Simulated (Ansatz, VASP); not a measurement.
**Two plane-wave programs on Lu**

```
Lu
1.0
     3.34951    0.00000    0.00000
    -1.67476    2.90076    0.00000
     0.00000    0.00000    5.21489
Lu
2
Direct
  0.33333 0.66667 0.25000
  0.66667 0.33333 0.75000
```

Alike in both runs: task single point; functional PBEsol; k mesh 17 × 17 × 10; occupations fermi-dirac, width 0.1 eV; no spin polarisation.

|  | VASP | Ansatz |
| --- | --- | --- |
| version | VASP 6.6.1 | Ansatz 0.2.0 |
| potentials or method | VASP PAW PBE potentials, release 64 (Lu), cutoff 520 eV | plane waves (420 eV) with PAW, scalar-relativistic |
| valence electrons in the cell | 50 | 50 |

```csv
,VASP,Ansatz,Ansatz less VASP
pressure (GPa),5.0,4.8,-0.24
"traceless stress, the component that is largest in VASP (GPa)",0.08,0.07,-0.014
```

VASP's potentials were made for PBE, not for PBEsol, and Ansatz warns of the same on its side.

Spin-orbit coupling is off throughout.
